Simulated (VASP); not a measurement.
# Al2Cu (P4/mmm) in VASP: further runs

Runs on Al2Cu. Level: PBEsol. Tasks: single point.

All numbers are computed with VASP 6.6.1; they aren't measurements. Logs are shortened: lines on timing, memory, paths and dates and some standing lists are left out, and cuts for length are marked.

## Step 1: The cell of the first run

Symmetry: P4/mmm, No. 123, tetragonal system. Conventional cell: a = 4.227 Å, b = 4.227 Å, c = 2.647 Å, α = 90.00°, β = 90.00°, γ = 90.00°. Within 3.3 Å of Al (site symmetry mmm) lie 4 Cu at 2.49 Å and 6 Al at 2.65 to 2.99 Å. Within 3.3 Å of Cu (site symmetry 4/mmm) lie 8 Al at 2.49 Å and 2 Cu at 2.65 Å.

## Step 2: Single point, PBEsol (mode 4 frozen in at +0.000 Å, strain +e along z and -e/2 along x and y -0.0700)

File INCAR:

```
ALGO = Normal
EDIFF = 1E-7
ENCUT = 520
GGA = PS
ISIF = 2
ISMEAR = 0
LASPH = T
LCHARG = F
LREAL = F
LWAVE = F
NBANDS = 16
NELM = 80
PREC = Accurate
SIGMA = 0.15
```

File KPOINTS:

```
k-points
0
Gamma
  10 10 14
```

File POSCAR:

```
Al2Cu
1.0
    4.2271551709      0.0000000000      0.0000000000
    0.0000000000      4.2271551709      0.0000000000
    0.0000000000      0.0000000000      2.6466817742
Al Cu
2 1
Direct
    0.5000000000      0.0000000000      0.5000000000
    0.0000000000      0.5000000000      0.5000000000
    0.0000000000      0.0000000000      0.0000000000
```

Potentials or basis: VASP PAW PBE potentials, release 64 (Al, Cu).

On the command line:

```
> cat potpaw_PBE.64/Al/POTCAR potpaw_PBE.64/Cu/POTCAR > POTCAR
> mpirun -np 1 vasp_std > vasp.out
```

OUTCAR:

```text
EDIFF = 1E-7
   ENCUT = 520
   GGA = PS
   ISIF = 2
   ISMEAR = 0
   LASPH = T
   LREAL = F
   NELM = 80
   PREC = Accurate

 ion  position               nearest neighbor table
   1  0.500  0.000  0.500-   3 2.49   3 2.49   3 2.49   3 2.49   2 2.99   2 2.99   2 2.99   2 2.99

   2  0.000  0.500  0.500-   3 2.49   3 2.49   3 2.49   3 2.49   1 2.99   1 2.99   1 2.99   1 2.99

   3  0.000  0.000  0.000-   1 2.49   2 2.49   1 2.49   2 2.49   2 2.49   2 2.49   1 2.49   1 2.49

  LATTYP: Found a simple tetragonal cell.
 ALAT       =     4.2271551709
 C/A-ratio  =     0.6261141754

  Lattice vectors:

 A1 = (   4.2271551709,   0.0000000000,   0.0000000000)
 A2 = (   0.0000000000,   4.2271551709,   0.0000000000)
 A3 = (   0.0000000000,   0.0000000000,   2.6466817742)

Analysis of symmetry for initial positions (statically):
=====================================================================
 Subroutine PRICEL returns:
 Original cell was already a primitive cell.

 Routine SETGRP: Setting up the symmetry group for a
 simple tetragonal supercell.

 Subroutine GETGRP returns: Found 16 space group operations
 (whereof 16 operations were pure point group operations)
 out of a pool of 16 trial point group operations.

The static configuration has the point symmetry D_4h.

Analysis of symmetry for dynamics (positions and initial velocities):
=====================================================================
 Subroutine PRICEL returns:
 Original cell was already a primitive cell.

 Routine SETGRP: Setting up the symmetry group for a
 simple tetragonal supercell.

 Subroutine GETGRP returns: Found 16 space group operations
 (whereof 16 operations were pure point group operations)
 out of a pool of 16 trial point group operations.

The dynamic configuration has the point symmetry D_4h.

 Subroutine INISYM returns: Found 16 space group operations
 (whereof 16 operations are pure point group operations),
 and found     1 'primitive' translations

----------------------------------------------------------------------------------------

                                     Primitive cell

  volume of cell :      47.2931

  direct lattice vectors                    reciprocal lattice vectors
     4.227155171  0.000000000  0.000000000     0.236565718  0.000000000  0.000000000
     0.000000000  4.227155171  0.000000000     0.000000000  0.236565718  0.000000000
     0.000000000  0.000000000  2.646681774     0.000000000  0.000000000  0.377831596

  length of vectors
     4.227155171  4.227155171  2.646681774     0.236565718  0.236565718  0.377831596

  position of ions in fractional coordinates (direct lattice)
     0.500000000  0.000000000  0.500000000
     0.000000000  0.500000000  0.500000000
     0.000000000  0.000000000  0.000000000

  ion indices of the primitive-cell ions
   primitive index   ion index
                 1           1
                 2           2
                 3           3

----------------------------------------------------------------------------------------

 KPOINTS: k-points

Automatic generation of k-mesh.
 Grid dimensions read from file:
 generate k-points for:   10   10   14

 Generating k-lattice:

  Cartesian coordinates                     Fractional coordinates (reciprocal lattice)
     0.023656572  0.000000000  0.000000000     0.100000000  0.000000000  0.000000000
     0.000000000  0.023656572  0.000000000     0.000000000  0.100000000  0.000000000
     0.000000000  0.000000000  0.026987971     0.000000000  0.000000000  0.071428571

  Length of vectors
     0.023656572  0.023656572  0.026987971

  Shift w.r.t. Gamma in fractional coordinates (k-lattice)
     0.000000000  0.000000000  0.000000000

 Subroutine IBZKPT returns following result:
 ===========================================

 Found    168 irreducible k-points:

 Following reciprocal coordinates:
            Coordinates               Weight
  0.000000  0.000000  0.000000      1.000000
  0.100000  0.000000  0.000000      4.000000
  0.200000  0.000000  0.000000      4.000000
  0.300000  0.000000  0.000000      4.000000
  0.400000  0.000000  0.000000      4.000000
  0.500000  0.000000  0.000000      2.000000
[... 16 lines left out ...]
  0.100000  0.000000  0.071429      8.000000
  0.200000  0.000000  0.071429      8.000000
 [... further k-points ...]
   k-points           NKPTS =    168   k-points in BZ     NKDIM =    168   number of bands    NBANDS=     16
   number of dos      NEDOS =    301   number of ions     NIONS =      3
   total plane-waves  NPLWV =  20480
   dimension x,y,z NGX =    32 NGY =   32 NGZ =   20
   dimension x,y,z NGXF=    64 NGYF=   64 NGZF=   40
   ions per type =               2   1
   NGX,Y,Z   is equivalent  to a cutoff of  12.58, 12.58, 12.56 a.u.
   NGXF,Y,Z  is equivalent  to a cutoff of  25.17, 25.17, 25.13 a.u.
 SYSTEM =  unknown system
   PREC   = accura    normal or accurate (medium, high low for compatibility)
   ISTART =      0    job   : 0-new  1-cont  2-samecut
   ICHARG =      2    charge: 1-file 2-atom 10-const
   ISPIN  =      1    spin polarized calculation?
   LNONCOLLINEAR =      F non collinear calculations
   LSORBIT =      F    spin-orbit coupling
   LASPH  =      T    aspherical Exc in radial PAW
   ENCUT  =  520.0 eV  38.22 Ry    6.18 a.u.   7.86  7.86  4.92*2*pi/ulx,y,z
   NELM   =     80;   NELMIN=  2; NELMDL= -5     # of ELM steps
   EDIFF  = 0.1E-06   stopping-criterion for ELM
   LREAL  =      F    real-space projection
   EDIFFG = 0.1E-05   stopping-criterion for IOM
   NSW    =      0    number of steps for IOM
   IBRION =     -1    ionic relax: 0-MD 1-quasi-New 2-CG
   NFREE  =      0    steps in history (QN), initial steepest desc. (CG)
   ISIF   =      2    stress and relaxation
   ISYM   =      2    0-nonsym 1-usesym 2-fastsym
   POTIM  = 0.5000    time-step for ionic-motion
   TEBEG  =    0.0;   TEEND  =   0.0 temperature during run
   PSTRESS=    0.0 pullay stress
   NELECT =      17.0000    total number of electrons
   NUPDOWN=      -1.0000    fix difference up-down
   EMIN   =  10.00;   EMAX   =-10.00  energy-range for DOS
   EFERMI =   0.00;   METHOD = LEGACY
   ISMEAR =     0;   SIGMA  =   0.15  broadening in eV -4-tet -1-fermi 0-gaus
   EFERMI_NEDOS =   21; number of points for ismear=-14 and -15
   IALGO  =     38    algorithm
   IMIX   =      4    mixing-type and parameters
     AMIX     =   0.40;   BMIX     =  1.00
     AMIX_MAG =   1.60;   BMIX_MAG =  1.00
  volume/ion in A,a.u.               =      15.76       106.38
  Fermi-wavevector in a.u.,A,eV,Ry     =   1.164015  2.199669 18.434942  1.354930
  Thomas-Fermi vector in A             =   2.300558
   LORBIT       =      0    0 simple, 1 ext, 2 COOP (PROOUT), +10 PAW based schemes
   GGA     = PS    functional components
   LHFCALC =     F    Hartree Fock is set to
   AEXX    =    0.0000 exact exchange contribution
   IVDW    =     0    specifies the selected vdW correction
   LEPSILON=     F    determine dielectric tensor
   LRPA    =     F    only Hartree local field effects (RPA)
 non-spin polarized calculation
 Gauss-broadening in eV      SIGMA  =   0.15
  energy-cutoff  :      520.00
  volume of cell :       47.29
 maximum number of plane-waves:      1298
 NGX is ok and might be reduce to    32
   NGX = 15   NGY = 15   NGZ =  9

 number of electron      17.0000033 magnetization

 Free energy of the ion-electron system (eV)
  ---------------------------------------------------
  ext. energy  EPLUGINS =         0.00000000
  ---------------------------------------------------
  free energy    TOTEN  =       -12.47563342 eV

  energy without entropy =      -12.46357782  energy(sigma->0) =      -12.46960562

 E-fermi :   7.4065     XC(G=0): -10.5941

 val. band max:        7.4026174526   @ k =   0.3000   0.2000   0.5000
 cond. band min:       7.4082584000   @ k =   0.5000   0.4000   0.5000
 fundamental gap:      0.0056409474
 Fermi energy:         7.4065273616

 k-point     1 :       0.0000    0.0000    0.0000
  band No.  band energies     occupation
      1      -3.4027      2.00000
      2       1.4973      2.00000
      3       2.1448      2.00000
      4       2.9114      2.00000
      5       3.4016      2.00000
      6       3.4016      2.00000
[... 8 lines left out ...]
     15      16.5005      0.00000
     16      21.0035      0.00000

 k-point     2 :       0.1000    0.0000    0.0000
  band No.  band energies     occupation
      1      -3.3241      2.00000
      2       1.4358      2.00000
      3       2.1222      2.00000
      4       2.8825      2.00000
      5       3.4007      2.00000
      6       3.4018      2.00000
[... 8 lines left out ...]
     15      16.5745      0.00000
     16      21.1439      0.00000

 k-point     3 :       0.2000    0.0000    0.0000
  band No.  band energies     occupation
      1      -3.0917      2.00000
      2       1.1445      2.00000
      3       2.0708      2.00000
      4       2.8164      2.00000
      5       3.2047      2.00000
      6       3.3984      2.00000
[... 8 lines left out ...]
     15      16.7913      0.00000
     16      21.3069      0.00000

 k-point     4 :       0.3000    0.0000    0.0000
  band No.  band energies     occupation
      1      -2.7210      2.00000
      2       0.5096      2.00000
      3       2.0461      2.00000
      4       2.7484      2.00000
      5       2.8655      2.00000
      6       3.3956      2.00000
[... 8 lines left out ...]
     15      18.1609      0.00000
     16      20.4154      0.00000
[... 324 lines left out ...]
 k-point    22 :       0.0000    0.0000    0.0714
  band No.  band energies     occupation
      1      -3.2919      2.00000
      2       1.5444      2.00000
      3       2.2009      2.00000
      4       2.9254      2.00000
      5       3.2391      2.00000
      6       3.2391      2.00000
[... 8 lines left out ...]
     15      16.6579      0.00000
     16      20.6676      0.00000

 k-point    23 :       0.1000    0.0000    0.0714
  band No.  band energies     occupation
      1      -3.2133      2.00000
      2       1.4851      2.00000
      3       2.1793      2.00000
      4       2.8962      2.00000
      5       3.2086      2.00000
      6       3.2484      2.00000
[... 8 lines left out ...]
     15      16.9789      0.00000
     16      20.2389      0.00000

 k-point    24 :       0.2000    0.0000    0.0714
  band No.  band energies     occupation
      1      -2.9813      2.00000
      2       1.2051      2.00000
      3       2.1277      2.00000
      4       2.8318      2.00000
      5       3.0572      2.00000
      6       3.2652      2.00000
[... 8 lines left out ...]
     15      17.7968      0.00000
     16      19.3967      0.00000

 [... further k-points ...]
[... 5 lines left out ...]
  --------------------------------------------------------------------------------------
  -------------------------------------------------------------------------------------
  Total       -0.3649008     -0.3649008      2.7312564      0.0000000      0.0000000      0.0000000
  in kB      -12.3619587    -12.3619587     92.5283789      0.0000000      0.0000000      0.0000000
  external PRESSURE =      22.6014872 kB  Pullay stress =       0.0000000 kB

 VOLUME and BASIS-vectors are now :
 -----------------------------------------------------------------------------
  energy-cutoff  :      520.00
  volume of cell :       47.29
      direct lattice vectors                 reciprocal lattice vectors
     4.227155171  0.000000000  0.000000000     0.236565718  0.000000000  0.000000000
     0.000000000  4.227155171  0.000000000     0.000000000  0.236565718  0.000000000
     0.000000000  0.000000000  2.646681774     0.000000000  0.000000000  0.377831596

 POSITION                                       TOTAL-FORCE (eV/Angst)
 -----------------------------------------------------------------------------------
      2.11358      0.00000      1.32334         0.000000      0.000000      0.000000
      0.00000      2.11358      1.32334         0.000000      0.000000      0.000000
      0.00000      0.00000      0.00000         0.000000      0.000000      0.000000
 -----------------------------------------------------------------------------------
    total drift:                               -0.000000     -0.000000      0.000000

  FREE ENERGIE OF THE ION-ELECTRON SYSTEM (eV)
  ---------------------------------------------------
  free  energy   TOTEN  =       -12.4756334236 eV

  energy  without entropy=      -12.4635778210  energy(sigma->0) =      -12.46960562
```

Run time: 34 s. Hardware: 1 thread of Intel Xeon 6975P-C (Granite Rapids), shared host; peak memory 0.24 GiB.

What came out:

```yaml
Free_energy: -12.4756 eV
Pressure: 2.3 GPa
```

Levels at points of the mesh, in eV from the Fermi level:
```
           k point  band 7  band 8  band 9  band 10  band 11  band 12
(0.00, 0.00, 0.00)   -3.00   -3.00   -0.92     0.36     4.97     4.97
(0.50, 0.00, 0.00)   -4.00   -1.83    0.94     0.98     1.02     7.33
(0.50, 0.50, 0.00)   -4.01   -4.01   -2.60     7.94     7.94     8.51
(0.00, 0.00, 0.50)   -2.64    1.76    2.59     2.59     3.06     3.06
(0.50, 0.00, 0.50)   -3.08   -2.03   -1.09     3.72     4.10     4.79
(0.50, 0.50, 0.50)   -2.45   -2.45   -0.22    -0.06     0.48     0.48
```

Caveat: the cell differs from its parent crystal (mode 4 frozen in at +0.000 Å, strain +e along z and -e/2 along x and y -0.0700); the PAW data sets were made with another functional, which shifts forces and pressure a little.

## Step 3: Single point, PBEsol (mode 4 frozen in at +0.000 Å, strain +e along z and -e/2 along x and y +0.0233)

File INCAR:

```
  PREC = Accurate
  ENCUT = 520
  EDIFF = 1E-6
  ISMEAR = 0
  SIGMA = 0.15
  LREAL = False
  LASPH = True
  NELM = 60
  ALGO = Fast
  ISIF = 2
  LWAVE = False
  LCHARG = False
  GGA = PS
  NBANDS = 16
```

File KPOINTS:

```
Automatic mesh
0
Gamma
  10 10 14
```

File POSCAR:

```
Al2Cu
1.0
    4.0366268726      0.0000000000      0.0000000000
    0.0000000000      4.0366268726      0.0000000000
    0.0000000000      0.0000000000      2.9122037200
Al Cu
2 1
Direct
    0.5000000000      0.0000000000      0.5000000000
    0.0000000000      0.5000000000      0.5000000000
    0.0000000000      0.0000000000      0.0000000000
```

Potentials or basis: VASP PAW PBE potentials, release 64 (Al, Cu).

On the command line:

```
> cat potpaw_PBE.64/Al/POTCAR potpaw_PBE.64/Cu/POTCAR > POTCAR
> mpirun -np 1 vasp_std > vasp.out
```

Wall time 58 s (1 thread of Intel Xeon 6975P-C (Granite Rapids), shared host); peak memory 0.24 GiB.

The run converged. Its results:

- Free energy: -12.5597 eV
- Pressure: 0.3 GPa

Stress tensor (GPa, compression positive):
```
 1.53  0.00  0.00
 0.00  1.53  0.00
 0.00  0.00 -2.25
```

Levels at points of the mesh, in eV from the Fermi level:
| k point | band 7 | band 8 | band 9 | band 10 | band 11 | band 12 |
| --- | --- | --- | --- | --- | --- | --- |
| (0.00, 0.00, 0.00) | -2.24 | -2.24 | 0.26 | 1.02 | 5.58 | 6.64 |
| (0.50, 0.00, 0.00) | -4.10 | -0.87 | 1.77 | 1.97 | 2.29 | 7.03 |
| (0.50, 0.50, 0.00) | -4.13 | -4.13 | -2.39 | 8.68 | 8.68 | 8.96 |
| (0.00, 0.00, 0.50) | -3.08 | 2.58 | 2.58 | 2.84 | 2.85 | 2.85 |
| (0.50, 0.00, 0.50) | -3.08 | -2.56 | -1.75 | 3.73 | 4.15 | 4.46 |
| (0.50, 0.50, 0.50) | -2.20 | -2.20 | -1.02 | -0.95 | -0.02 | -0.02 |

Caveat: the cell differs from its parent crystal (mode 4 frozen in at +0.000 Å, strain +e along z and -e/2 along x and y +0.0233); the PAW data sets were made with another functional, which shifts forces and pressure a little.

(Part 1 of 2 ends here.)
